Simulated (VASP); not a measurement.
# CaPb2F6 in VASP: notebook, part 2 of 3

VASP 6.6.1. The steps go on from the part before.

**4. Single point, PBE**

INCAR reads:

```
SYSTEM = CaPb2F6
PREC = Accurate ; ENCUT = 520
EDIFF = 1E-6 ; ISMEAR = 0
SIGMA = 0.1 ; LREAL = Auto
LASPH = .True. ; NELM = 60
ALGO = Normal ; ISIF = 2
LWAVE = .False. ; LCHARG = .True.
GGA = PE ; LELF = .True.
LVHAR = .True. ; NBANDS = 95
ISYM = 0
```

KPOINTS reads:

```
regular mesh
0
Gamma
  3 2 2
  0 0 0
```

POSCAR reads:

```
CaPb2F6
1.0
    5.8474543623      2.9267443881     -2.9256818852
    2.9245512256      5.8454195402      2.9192607381
    5.8411609866     -2.9193522865      2.9204872356
F Ca Pb
12 2 4
Direct
    0.4619271734      0.3457580015      0.6137286949
    0.8077584592      0.6540465049      0.6140614123
    0.9516532452      0.3334761806      0.1448248061
    0.2854266137      0.6663335223      0.1447119873
    0.6262499389      0.9999918167      0.1231747938
    0.1169582963      0.0001649649      0.6136618589
    0.3742575383      0.9999649158      0.8762765322
    0.7150773263      0.3336273424      0.8547542405
    0.8835314014      0.9997823538      0.3858213142
    0.1927151453      0.3459185912      0.3854609307
    0.5385677916      0.6541930603      0.3857755031
    0.0488577368      0.6664639299      0.8546445369
    0.8336491338      0.3328646070      0.4997540983
    0.1668385706      0.6670922888      0.4997016571
    0.5002375336      0.9999765012      0.4997462511
    0.0002331305      0.9999811183      0.9997327142
    0.3304930544      0.3393833672      0.9998511682
    0.6700069570      0.6605785492      0.9995830438
```

Potentials or basis: VASP PAW PBE potentials, release 64 (F, Ca_sv, Pb_d).

Launch:

```bash
$ cat potpaw_PBE.64/F/POTCAR potpaw_PBE.64/Ca_sv/POTCAR potpaw_PBE.64/Pb_d/POTCAR > POTCAR
$ mpirun -np 1 vasp_std > vasp.out
```

OUTCAR:

```text
SYSTEM = CaPb2F6
   PREC = Accurate
   ENCUT = 520
   EDIFF = 1E-6
   ISMEAR = 0
   LREAL = Auto
   LASPH = .True.
   NELM = 60
   ISIF = 2
   GGA = PE
   ISYM = 0

 ion  position               nearest neighbor table
   1  0.462  0.346  0.614-  14 2.47  13 2.47  15 2.59  17 2.61
   2  0.808  0.654  0.614-  13 2.47  14 2.47  15 2.59  18 2.60
   3  0.952  0.333  0.145-  13 2.39  18 2.55  16 2.58  17 2.58
   4  0.285  0.666  0.145-  14 2.39  17 2.55  16 2.58  18 2.58
   5  0.626  1.000  0.123-  16 2.53  15 2.54  17 2.56  18 2.56
   6  0.117  0.000  0.614-  13 2.46  14 2.47  15 2.59  16 2.61
   7  0.374  1.000  0.876-  16 2.53  15 2.54  18 2.56  17 2.56
   8  0.715  0.334  0.855-  13 2.39  18 2.55  16 2.58  17 2.58
   9  0.884  1.000  0.386-  14 2.46  13 2.47  15 2.59  16 2.61
  10  0.193  0.346  0.385-  14 2.47  13 2.47  15 2.59  17 2.60
  11  0.539  0.654  0.386-  13 2.47  14 2.47  15 2.59  18 2.61
  12  0.049  0.666  0.855-  14 2.39  17 2.55  16 2.58  18 2.58
  13  0.834  0.333  0.500-   3 2.39   8 2.39   6 2.46   9 2.47  11 2.47   2 2.47   1 2.47  10 2.47

  14  0.167  0.667  0.500-  12 2.39   4 2.39   9 2.46   6 2.47   1 2.47  10 2.47  11 2.47   2 2.47

  15  0.500  1.000  0.500-   7 2.54   5 2.54   6 2.59   9 2.59  11 2.59   1 2.59  10 2.59   2 2.59
                            16 4.13  16 4.13
  16  0.000  1.000  1.000-   5 2.53   7 2.53  12 2.58   3 2.58   8 2.58   4 2.58   6 2.61   9 2.61
                            18 4.09  17 4.09  15 4.13  15 4.13
  17  0.330  0.339  1.000-   4 2.55  12 2.55   5 2.56   7 2.56   8 2.58   3 2.58  10 2.60   1 2.61
                            16 4.09  18 4.10  18 4.10
  18  0.670  0.661  1.000-   8 2.55   3 2.55   7 2.56   5 2.56   4 2.58  12 2.58   2 2.60  11 2.61
                            16 4.09  17 4.10  17 4.10

IMPORTANT INFORMATION: All symmetrisations will be switched off!
NOSYMM: (Re-)initialisation of all symmetry stuff for point group C_1.

----------------------------------------------------------------------------------------

                                     Primitive cell

  volume of cell :     299.4410

  direct lattice vectors                    reciprocal lattice vectors
     5.847454362  2.926744388 -2.925681885     0.085472011  0.028422152 -0.142538374
     2.924551226  5.845419540  2.919260738    -0.000021452  0.114101930  0.114100493
     5.841160987 -2.919352287  2.920487236     0.085645483 -0.085581304  0.085564138

  length of vectors
     7.163670130  7.158492350  7.153392561     0.168613379  0.161363482  0.148258322

  position of ions in fractional coordinates (direct lattice)
     0.461927173  0.345758002  0.613728695
     0.807758459  0.654046505  0.614061412
     0.951653245  0.333476181  0.144824806
     0.285426614  0.666333522  0.144711987
     0.626249939  0.999991817  0.123174794
     0.116958296  0.000164965  0.613661859
[... 10 lines left out ...]
     0.330493054  0.339383367  0.999851168
     0.670006957  0.660578549  0.999583044

  ion indices of the primitive-cell ions
   primitive index   ion index
                 1           1
                 2           2
                 3           3
                 4           4
                 5           5
                 6           6
[... 10 lines left out ...]
                17          17
                18          18

----------------------------------------------------------------------------------------

 KPOINTS: regular mesh
[... 30 lines left out ...]
  0.333333  0.000000  0.500000      2.000000
  0.000000  0.500000  0.500000      1.000000
  0.333333  0.500000  0.500000      2.000000
   k-points           NKPTS =      8   k-points in BZ     NKDIM =      8   number of bands    NBANDS=     95
   number of dos      NEDOS =    301   number of ions     NIONS =     18
   total plane-waves  NPLWV = 157464
   dimension x,y,z NGX =    54 NGY =   54 NGZ =   54
   dimension x,y,z NGXF=   108 NGYF=  108 NGZF=  108
   ions per type =              12   2   4
   NGX,Y,Z   is equivalent  to a cutoff of  12.53, 12.54, 12.55 a.u.
   NGXF,Y,Z  is equivalent  to a cutoff of  25.06, 25.08, 25.10 a.u.
 SYSTEM =  CaPb2F6
   PREC   = accura    normal or accurate (medium, high low for compatibility)
   ISTART =      0    job   : 0-new  1-cont  2-samecut
   ICHARG =      2    charge: 1-file 2-atom 10-const
   ISPIN  =      1    spin polarized calculation?
   LNONCOLLINEAR =      F non collinear calculations
   LSORBIT =      F    spin-orbit coupling
   LASPH  =      T    aspherical Exc in radial PAW
   ENCUT  =  520.0 eV  38.22 Ry    6.18 a.u.  13.32 13.31 13.30*2*pi/ulx,y,z
   NELM   =     60;   NELMIN=  2; NELMDL= -5     # of ELM steps
   EDIFF  = 0.1E-05   stopping-criterion for ELM
   LREAL  =      T    real-space projection
   EDIFFG = 0.1E-04   stopping-criterion for IOM
   NSW    =      0    number of steps for IOM
   IBRION =     -1    ionic relax: 0-MD 1-quasi-New 2-CG
   NFREE  =      0    steps in history (QN), initial steepest desc. (CG)
   ISIF   =      2    stress and relaxation
   ISYM   =      0    0-nonsym 1-usesym 2-fastsym
   POTIM  = 0.5000    time-step for ionic-motion
   TEBEG  =    0.0;   TEEND  =   0.0 temperature during run
   PSTRESS=    0.0 pullay stress
   NELECT =     160.0000    total number of electrons
   NUPDOWN=      -1.0000    fix difference up-down
   EMIN   =  10.00;   EMAX   =-10.00  energy-range for DOS
   EFERMI =   0.00;   METHOD = LEGACY
   ISMEAR =     0;   SIGMA  =   0.10  broadening in eV -4-tet -1-fermi 0-gaus
   EFERMI_NEDOS =   21; number of points for ismear=-14 and -15
   IALGO  =     38    algorithm
   IMIX   =      4    mixing-type and parameters
     AMIX     =   0.40;   BMIX     =  1.00
     AMIX_MAG =   1.60;   BMIX_MAG =  1.00
  volume/ion in A,a.u.               =      16.64       112.26
  Fermi-wavevector in a.u.,A,eV,Ry     =   1.328448  2.510402 24.011193  1.764773
  Thomas-Fermi vector in A             =   2.457684
   LORBIT       =      0    0 simple, 1 ext, 2 COOP (PROOUT), +10 PAW based schemes
   GGA     = PE    functional components
   LHFCALC =     F    Hartree Fock is set to
   AEXX    =    0.0000 exact exchange contribution
   IVDW    =     0    specifies the selected vdW correction
   LEPSILON=     F    determine dielectric tensor
   LRPA    =     F    only Hartree local field effects (RPA)
 non-spin polarized calculation
 Gauss-broadening in eV      SIGMA  =   0.10
  energy-cutoff  :      520.00
  volume of cell :      299.44
 maximum number of plane-waves:      8086
 NGX is ok and might be reduce to    54
   NGX = 27   NGY = 27   NGZ = 27

 number of electron     160.0000002 magnetization

 Free energy of the ion-electron system (eV)
  ---------------------------------------------------
  ext. energy  EPLUGINS =         0.00000000
  ---------------------------------------------------
  free energy    TOTEN  =       -91.78819371 eV

  energy without entropy =      -91.78819371  energy(sigma->0) =      -91.78819371

 E-fermi :   1.6692     XC(G=0):  -9.3136

 val. band max:        1.2272115838   @ k =   0.0000   0.0000   0.0000
 cond. band min:       5.9112382072   @ k =  -0.0000   0.5000   0.0000
 fundamental gap:      4.6840266235
 Fermi energy:         1.6692362055

 k-point     1 :       0.0000    0.0000    0.0000
  band No.  band energies     occupation
      1     -36.4136      2.00000
      2     -36.4070      2.00000
      3     -19.9748      2.00000
      4     -19.8295      2.00000
      5     -19.8069      2.00000
      6     -19.7580      2.00000
[... 749 lines left out ...]
     91       8.7170      0.00000
     92       8.7510      0.00000
 [bands above 92 left out]

------------------------ aborting loop because EDIFF is reached ----------------------------------------

  FORCE on cell =-STRESS in cart. coord.  units (eV):
  Direction    XX          YY          ZZ          XY          YZ          ZX
  --------------------------------------------------------------------------------------
  -------------------------------------------------------------------------------------
  Total       -0.1250581     -0.1169515     -0.1261985      0.0121223      0.0115073     -0.0205027
  in kB       -0.6691311     -0.6257563     -0.6752327      0.0648611      0.0615707     -0.1097008
  external PRESSURE =      -0.6567067 kB  Pullay stress =       0.0000000 kB

 VOLUME and BASIS-vectors are now :
 -----------------------------------------------------------------------------
  energy-cutoff  :      520.00
  volume of cell :      299.44
      direct lattice vectors                 reciprocal lattice vectors
     5.847454362  2.926744388 -2.925681885     0.085472011  0.028422152 -0.142538374
     2.924551226  5.845419540  2.919260738    -0.000021452  0.114101930  0.114100493
     5.841160987 -2.919352287  2.920487236     0.085645483 -0.085581304  0.085564138

 POSITION                                       TOTAL-FORCE (eV/Angst)
 -----------------------------------------------------------------------------------
      7.29717      1.58135      1.45029         0.001905     -0.016612     -0.000328
     10.22295      4.39462      1.33945        -0.000995      0.001867      0.015947
      7.38596      4.31176     -1.38777        -0.011977      0.015895     -0.009465
      4.46303      4.30790      1.53276        -0.010639      0.009135     -0.015410
      7.30598      7.31865      1.44676         0.001121     -0.001638      0.001402
      4.26889     -1.44822      1.45049         0.019017     -0.004351      0.001047
[... 10 lines left out ...]
      8.76538      0.03219      2.94388        -0.000646      0.004601      0.003654
     11.68846      2.90416      2.88744         0.001049     -0.001830     -0.004387
 -----------------------------------------------------------------------------------
    total drift:                               -0.000562     -0.004295      0.006326

  FREE ENERGIE OF THE ION-ELECTRON SYSTEM (eV)
  ---------------------------------------------------
  free  energy   TOTEN  =       -91.7881937119 eV

  energy  without entropy=      -91.7881937119  energy(sigma->0) =      -91.78819371
```

Run time: 4.3 min. Hardware: 1 thread of Intel Xeon 6975P-C (Granite Rapids), shared host; peak memory 0.46 GiB.

What came out:

* Free energy: -91.7882 eV
* Pressure: -0.1 GPa
* Largest force: 0.022 eV/Å
* Band gap on the k mesh: 4.68 eV (least direct gap 4.69 eV)

Forces in eV/Å, atoms in the order of the input:
```
F    0.002 -0.017  0.000
F   -0.001  0.002  0.016
F   -0.012  0.016 -0.009
F   -0.011  0.009 -0.015
F    0.001 -0.002  0.001
F    0.019 -0.004  0.001
F   -0.002  0.001 -0.001
F    0.011 -0.008  0.014
F   -0.019  0.001  0.000
F    0.001  0.000 -0.018
F   -0.002  0.017 -0.001
F    0.011 -0.015  0.009
Ca   0.002  0.002 -0.001
Ca  -0.002 -0.001  0.000
Pb   0.000 -0.002  0.003
Pb   0.001 -0.002  0.003
Pb  -0.001  0.005  0.004
Pb   0.001 -0.002 -0.004
```

Caveat: the k points lie up to 0.47 Å⁻¹ apart; spin-orbit coupling is left out, which moves the levels of the heavy elements; an odd mesh through Γ misses points on the zone boundary, where band edges can lie.

(Continued in part 3 of 3.)
